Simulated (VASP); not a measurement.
# SrO (v.bA) (Fm-3m) in VASP: single point with PBE

Aim: the single point of SrO (v.bA) with PBE.

Program: VASP 6.6.1. These are calculated values, not measurements. Logs are shortened: lines on timing, memory, paths and dates and some standing lists are left out, and cuts for length are marked.

## (1) The cell of the first run

It takes space group Fm-3m (No. 225, cubic). The conventional cell has a = 5.195 Å, b = 5.195 Å, c = 5.195 Å, α = 90.00°, β = 90.00°, γ = 90.00°. Sr (site symmetry m-3m) has 6 O at 2.60 Å within 3.4 Å. O (site symmetry m-3m) has 6 Sr at 2.60 Å within 3.4 Å.

## (2) Single point, PBE

File INCAR:

```
SYSTEM = SrO
PREC     = Accurate       ! precision mode
ENCUT    = 600            ! plane-wave cutoff, eV
EDIFF    = 1E-6           ! SCF threshold, eV
ISMEAR   = 0              ! smearing method
SIGMA    = 0.02           ! smearing width, eV
LREAL    = .FALSE.        ! projectors in reciprocal space
LASPH    = .TRUE.         ! aspherical terms in the spheres
NELM     = 120            ! most SCF steps
ALGO     = Normal         ! electronic algorithm
ISIF     = 2              ! what is computed and relaxed
LWAVE    = .FALSE.        ! write WAVECAR
LCHARG   = .FALSE.        ! write CHGCAR
GGA      = PE             ! functional
NBANDS   = 15             ! bands
GGA_COMPAT= .FALSE.
```

File KPOINTS:

```
Automatic mesh
0
G
  8 8 8
  0 0 0
```

File POSCAR:

```
SrO
1.0
    0.0000000000      2.5975406556      2.5975406556
    2.5975406556      0.0000000000      2.5975406556
    2.5975406556      2.5975406556      0.0000000000
Sr O
1 1
Direct
    0.0000000000      0.0000000000      0.0000000000
    0.5000000000      0.5000000000      0.5000000000
```

Potentials or basis: VASP PAW PBE potentials, release 64 (Sr_sv, O).

The run is started by

```
> cat potpaw_PBE.64/Sr_sv/POTCAR potpaw_PBE.64/O/POTCAR > POTCAR
> mpirun -np 1 vasp_std > vasp.out
```

OUTCAR:

```text
SYSTEM = SrO
   PREC = Accurate
   ENCUT = 600
   EDIFF = 1E-6
   ISMEAR = 0
   LREAL = .FALSE.
   LASPH = .TRUE.
   NELM = 120
   ISIF = 2
   GGA = PE

 ion  position               nearest neighbor table
   1  0.000  0.000  0.000-   2 2.60   2 2.60   2 2.60   2 2.60   2 2.60   2 2.60
   2  0.500  0.500  0.500-   1 2.60   1 2.60   1 2.60   1 2.60   1 2.60   1 2.60

  LATTYP: Found a face centered cubic cell.
 ALAT       =     5.1950813112

  Lattice vectors:

 A1 = (   0.0000000000,   2.5975406556,   2.5975406556)
 A2 = (   2.5975406556,   0.0000000000,   2.5975406556)
 A3 = (   2.5975406556,   2.5975406556,   0.0000000000)

Analysis of symmetry for initial positions (statically):
=====================================================================
 Subroutine PRICEL returns:
 Original cell was already a primitive cell.

 Routine SETGRP: Setting up the symmetry group for a
 face centered cubic supercell.

 Subroutine GETGRP returns: Found 48 space group operations
 (whereof 48 operations were pure point group operations)
 out of a pool of 48 trial point group operations.

The static configuration has the point symmetry O_h .

Analysis of symmetry for dynamics (positions and initial velocities):
=====================================================================
 Subroutine PRICEL returns:
 Original cell was already a primitive cell.

 Routine SETGRP: Setting up the symmetry group for a
 face centered cubic supercell.

 Subroutine GETGRP returns: Found 48 space group operations
 (whereof 48 operations were pure point group operations)
 out of a pool of 48 trial point group operations.

The dynamic configuration has the point symmetry O_h .

 Subroutine INISYM returns: Found 48 space group operations
 (whereof 48 operations are pure point group operations),
 and found     1 'primitive' translations

----------------------------------------------------------------------------------------

                                     Primitive cell

  volume of cell :      35.0523

  direct lattice vectors                    reciprocal lattice vectors
     0.000000000  2.597540656  2.597540656    -0.192489769  0.192489769  0.192489769
     2.597540656  0.000000000  2.597540656     0.192489769 -0.192489769  0.192489769
     2.597540656  2.597540656  0.000000000     0.192489769  0.192489769 -0.192489769

  length of vectors
     3.673477224  3.673477224  3.673477224     0.333402059  0.333402059  0.333402059

  position of ions in fractional coordinates (direct lattice)
     0.000000000  0.000000000  0.000000000
     0.500000000  0.500000000  0.500000000

  ion indices of the primitive-cell ions
   primitive index   ion index
                 1           1
                 2           2

----------------------------------------------------------------------------------------

 KPOINTS: Automatic mesh

Automatic generation of k-mesh.
 Grid dimensions read from file:
 generate k-points for:    8    8    8

 Generating k-lattice:

  Cartesian coordinates                     Fractional coordinates (reciprocal lattice)
    -0.024061221  0.024061221  0.024061221     0.125000000  0.000000000  0.000000000
     0.024061221 -0.024061221  0.024061221     0.000000000  0.125000000  0.000000000
     0.024061221  0.024061221 -0.024061221     0.000000000  0.000000000  0.125000000

  Length of vectors
     0.041675257  0.041675257  0.041675257

  Shift w.r.t. Gamma in fractional coordinates (k-lattice)
     0.000000000  0.000000000  0.000000000

 Subroutine IBZKPT returns following result:
 ===========================================

 Found     29 irreducible k-points:

 Following reciprocal coordinates:
            Coordinates               Weight
  0.000000  0.000000  0.000000      1.000000
  0.125000  0.000000  0.000000      8.000000
  0.250000  0.000000  0.000000      8.000000
  0.375000  0.000000  0.000000      8.000000
  0.500000  0.000000  0.000000      4.000000
  0.125000  0.125000  0.000000      6.000000
[... 16 lines left out ...]
  0.500000  0.250000  0.125000     48.000000
 -0.375000  0.250000  0.125000     24.000000
 [... further k-points ...]
   k-points           NKPTS =     29   k-points in BZ     NKDIM =     29   number of bands    NBANDS=     15
   number of dos      NEDOS =    301   number of ions     NIONS =      2
   total plane-waves  NPLWV =  27000
   dimension x,y,z NGX =    30 NGY =   30 NGZ =   30
   dimension x,y,z NGXF=    60 NGYF=   60 NGZF=   60
   ions per type =               1   1
   NGX,Y,Z   is equivalent  to a cutoff of  13.58, 13.58, 13.58 a.u.
   NGXF,Y,Z  is equivalent  to a cutoff of  27.15, 27.15, 27.15 a.u.
 SYSTEM =  SrO
   PREC   = accura    normal or accurate (medium, high low for compatibility)
   ISTART =      0    job   : 0-new  1-cont  2-samecut
   ICHARG =      2    charge: 1-file 2-atom 10-const
   ISPIN  =      1    spin polarized calculation?
   LNONCOLLINEAR =      F non collinear calculations
   LSORBIT =      F    spin-orbit coupling
   LASPH  =      T    aspherical Exc in radial PAW
   ENCUT  =  600.0 eV  44.10 Ry    6.64 a.u.   7.34  7.34  7.34*2*pi/ulx,y,z
   NELM   =    120;   NELMIN=  2; NELMDL= -5     # of ELM steps
   EDIFF  = 0.1E-05   stopping-criterion for ELM
   LREAL  =      F    real-space projection
   EDIFFG = 0.1E-04   stopping-criterion for IOM
   NSW    =      0    number of steps for IOM
   IBRION =     -1    ionic relax: 0-MD 1-quasi-New 2-CG
   NFREE  =      0    steps in history (QN), initial steepest desc. (CG)
   ISIF   =      2    stress and relaxation
   ISYM   =      2    0-nonsym 1-usesym 2-fastsym
   POTIM  = 0.5000    time-step for ionic-motion
   TEBEG  =    0.0;   TEEND  =   0.0 temperature during run
   PSTRESS=    0.0 pullay stress
   NELECT =      16.0000    total number of electrons
   NUPDOWN=      -1.0000    fix difference up-down
   EMIN   =  10.00;   EMAX   =-10.00  energy-range for DOS
   EFERMI =   0.00;   METHOD = LEGACY
   ISMEAR =     0;   SIGMA  =   0.02  broadening in eV -4-tet -1-fermi 0-gaus
   EFERMI_NEDOS =   21; number of points for ismear=-14 and -15
   IALGO  =     38    algorithm
   IMIX   =      4    mixing-type and parameters
     AMIX     =   0.40;   BMIX     =  1.00
     AMIX_MAG =   1.60;   BMIX_MAG =  1.00
  volume/ion in A,a.u.               =      17.53       118.27
  Fermi-wavevector in a.u.,A,eV,Ry     =   1.260499  2.381998 21.617719  1.588857
  Thomas-Fermi vector in A             =   2.394005
   LORBIT       =      0    0 simple, 1 ext, 2 COOP (PROOUT), +10 PAW based schemes
   GGA     = PE    functional components
   LHFCALC =     F    Hartree Fock is set to
   AEXX    =    0.0000 exact exchange contribution
   IVDW    =     0    specifies the selected vdW correction
   LEPSILON=     F    determine dielectric tensor
   LRPA    =     F    only Hartree local field effects (RPA)
 non-spin polarized calculation
 Gauss-broadening in eV      SIGMA  =   0.02
  energy-cutoff  :      600.00
  volume of cell :       35.05
 maximum number of plane-waves:      1211
 NGX is ok and might be reduce to    30
   NGX = 15   NGY = 15   NGZ = 15

 number of electron      16.0000000 magnetization

 Free energy of the ion-electron system (eV)
  ---------------------------------------------------
  ext. energy  EPLUGINS =         0.00000000
  ---------------------------------------------------
  free energy    TOTEN  =       -12.05629403 eV

  energy without entropy =      -12.05629403  energy(sigma->0) =      -12.05629403

 E-fermi :   1.7276     XC(G=0):  -9.8815

 val. band max:        1.5190249911   @ k =   0.0000   0.0000   0.0000
 cond. band min:       4.8006262052   @ k =   0.5000   0.5000   0.0000
 fundamental gap:      3.2816012140
 Fermi energy:         1.7276370082

 k-point     1 :       0.0000    0.0000    0.0000
  band No.  band energies     occupation
      1     -30.9789      2.00000
      2     -13.5321      2.00000
      3     -12.6472      2.00000
      4     -12.6472      2.00000
      5     -12.6472      2.00000
      6       1.5190      2.00000
      7       1.5190      2.00000
      8       1.5190      2.00000
      9       5.2866      0.00000
     10       7.6617      0.00000
     11       7.6617      0.00000
     12       7.6617      0.00000
     13       9.7604      0.00000
     14       9.7604      0.00000
     15      14.0798      0.00000

 k-point     2 :       0.1250    0.0000    0.0000
  band No.  band energies     occupation
      1     -30.9616      2.00000
      2     -13.9046      2.00000
      3     -12.6586      2.00000
      4     -12.6586      2.00000
      5     -12.3183      2.00000
      6       1.0748      2.00000
      7       1.3331      2.00000
      8       1.3331      2.00000
      9       5.9733      0.00000
     10       7.5143      0.00000
     11       7.9567      0.00000
     12       7.9567      0.00000
     13      10.1469      0.00000
     14      10.1469      0.00000
     15      15.0416      0.00000

 k-point     3 :       0.2500    0.0000    0.0000
  band No.  band energies     occupation
      1     -30.9193      2.00000
      2     -14.4567      2.00000
      3     -12.6858      2.00000
      4     -12.6858      2.00000
      5     -11.8718      2.00000
      6       0.2720      2.00000
      7       0.9302      2.00000
      8       0.9302      2.00000
      9       7.3679      0.00000
     10       7.5551      0.00000
     11       8.7555      0.00000
     12       8.7555      0.00000
     13      11.1167      0.00000
     14      11.1167      0.00000
     15      16.9351      0.00000
[... 343 lines left out ...]
 k-point    23 :       0.5000    0.2500    0.1250
  band No.  band energies     occupation
      1     -30.8545      2.00000
      2     -14.6395      2.00000
      3     -12.9768      2.00000
      4     -12.8053      2.00000
      5     -11.8323      2.00000
      6       0.0152      2.00000
      7       0.6262      2.00000
      8       1.0004      2.00000
      9       7.0151      0.00000
     10       8.5102      0.00000
     11      10.2083      0.00000
     12      10.4183      0.00000
     13      12.3216      0.00000
     14      13.2515      0.00000
     15      15.4484      0.00000

 k-point    24 :      -0.3750    0.2500    0.1250
  band No.  band energies     occupation
      1     -30.8403      2.00000
      2     -14.7030      2.00000
      3     -12.9978      2.00000
      4     -12.8533      2.00000
      5     -11.8028      2.00000
      6      -0.0186      2.00000
      7       0.6840      2.00000
      8       0.7477      2.00000
      9       7.7744      0.00000
     10       8.1291      0.00000
     11      10.5699      0.00000
     12      10.8181      0.00000
     13      12.8264      0.00000
     14      14.1247      0.00000
     15      14.4930      0.00000

 [... further k-points ...]
[... 5 lines left out ...]
  --------------------------------------------------------------------------------------
  -------------------------------------------------------------------------------------
  Total        0.0914691      0.0914691      0.0914691      0.0000000     -0.0000000      0.0000000
  in kB        4.1808802      4.1808802      4.1808802      0.0000000     -0.0000000      0.0000000
  external PRESSURE =       4.1808802 kB  Pullay stress =       0.0000000 kB

 VOLUME and BASIS-vectors are now :
 -----------------------------------------------------------------------------
  energy-cutoff  :      600.00
  volume of cell :       35.05
      direct lattice vectors                 reciprocal lattice vectors
     0.000000000  2.597540656  2.597540656    -0.192489769  0.192489769  0.192489769
     2.597540656  0.000000000  2.597540656     0.192489769 -0.192489769  0.192489769
     2.597540656  2.597540656  0.000000000     0.192489769  0.192489769 -0.192489769

 POSITION                                       TOTAL-FORCE (eV/Angst)
 -----------------------------------------------------------------------------------
      0.00000      0.00000      0.00000         0.000000      0.000000      0.000000
      2.59754      2.59754      2.59754        -0.000000     -0.000000     -0.000000
 -----------------------------------------------------------------------------------
    total drift:                                0.000000      0.000000      0.000000

  FREE ENERGIE OF THE ION-ELECTRON SYSTEM (eV)
  ---------------------------------------------------
  free  energy   TOTEN  =       -12.0562940253 eV

  energy  without entropy=      -12.0562940253  energy(sigma->0) =      -12.05629403
```

Run time: 10 s. Hardware: 1 thread of Intel Xeon 6975P-C (Granite Rapids), shared host; peak memory 0.17 GiB.

Results:

```yaml
Free_energy: -12.0563 eV
Pressure: 0.4 GPa
Band_gap_on_the_k_mesh: 3.28 eV, indirect (least direct gap 3.39 eV)
```

Levels at points of the mesh, in eV from the valence-band top:
| k point | band 5 | band 6 | band 7 | band 8 | band 9 | band 10 | band 11 | band 12 |
| --- | --- | --- | --- | --- | --- | --- | --- | --- |
| (0.00, 0.00, 0.00) | -14.17 | 0.00 | 0.00 | 0.00 | 3.77 | 6.14 | 6.14 | 6.14 |
| (0.50, 0.00, 0.00) | -12.99 | -2.11 | -1.08 | -1.08 | 6.42 | 8.21 | 8.67 | 8.67 |
| (0.50, 0.50, 0.00) | -14.50 | -0.48 | -0.11 | -0.11 | 3.28 | 7.57 | 9.97 | 10.11 |

A k mesh can miss the band edges.
